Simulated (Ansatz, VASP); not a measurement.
# BaTiO3 in VASP and in Ansatz

File POSCAR:

```
BaTiO3
1.0
    3.9939696187      0.0000000000      0.0000000000
    0.0000000000      3.9939696187      0.0000000000
    0.0000000000      0.0000000000      3.9941038410
Ba Ti O
1 1 3
Direct
    0.0000000000      0.0000000000      0.0000000000
    0.5125188734      0.5000000000      0.5000000000
    0.5000000000      0.5000000000      0.0000000000
    0.5000000000      0.0000000000      0.5000000000
    0.0000000000      0.5000000000      0.5000000000
```

Contents of INCAR.step1:

```
PREC = Accurate
ENCUT = 520
ISMEAR = 0
SIGMA = 0.05
LREAL = F
LASPH = T
NELM = 80
NBANDS = 28
GGA = PE
ALGO = Normal
EDIFF = 1E-4
LWAVE = T
LCHARG = F
```

File INCAR.step2:

```
PREC = Accurate
ENCUT = 520
EDIFF = 1E-6
ISMEAR = 0
SIGMA = 0.05
LREAL = F
LASPH = T
NELM = 80
ALGO = Normal
ISIF = 2
LWAVE = F
LCHARG = F
METAGGA = R2SCAN
LMIXTAU = T
NBANDS = 28
ISTART = 1
```

File KPOINTS:

```
regular mesh
0
Gamma
  8 8 8
```

Input for Ansatz:

```yaml
crystal:
  lattice:
    - [3.9939696187, 0.0, 0.0]
    - [0.0, 3.9939696187, 0.0]
    - [0.0, 0.0, 3.994103841]
  atoms:
    - { symbol: Ba, position: [0.0, 0.0, 0.0] }
    - { symbol: Ti, position: [0.5125188734, 0.5, 0.5] }
    - { symbol: O, position: [0.5, 0.5, 0.0] }
    - { symbol: O, position: [0.5, 0.0, 0.5] }
    - { symbol: O, position: [0.0, 0.5, 0.5] }
basis:
  ecutwfc: 500
kpoints:
  mp_grid: { grid: [8, 8, 8] }
hamiltonian:
  xc: r2scan
scf:
  occupations: { method: gaussian, width: 0.05 }
output:
  forces: true
  stress: true
  eigenvalues: true
```

Alike in both runs: task single point; functional r2SCAN; k mesh 8 × 8 × 8; occupations gaussian, width 0.05 eV; no spin polarisation.

|  | VASP | Ansatz |
| --- | --- | --- |
| version | VASP 6.6.1 | Ansatz 0.2.0 |
| potentials or method | VASP PAW PBE potentials, release 64 (Ba_sv, Ti_sv, O), cutoff 520 eV | scalar-relativistic, plane waves, PAW |
| valence electrons in the cell | 40 | 40 |

```tsv
	VASP	Ansatz	Ansatz less VASP
gap on the k mesh at the Fermi level (eV)	2.15	2.18	+0.024
least direct gap on the mesh (eV)	2.34	2.32	-0.019
pressure (GPa)	2.1	0.1	-2.00
traceless stress, the component that is largest in VASP (GPa)	0.23	0.19	-0.037
rms of the force components (eV/Å)	0.081	0.088	+0.0070
```

VASP's potentials were made for PBE, not for r2SCAN. Atom by atom the forces differ by 0.017 eV/Å (rms over components). Ansatz's warnings: near symmetry operations not taken.

Spin-orbit coupling is off throughout.
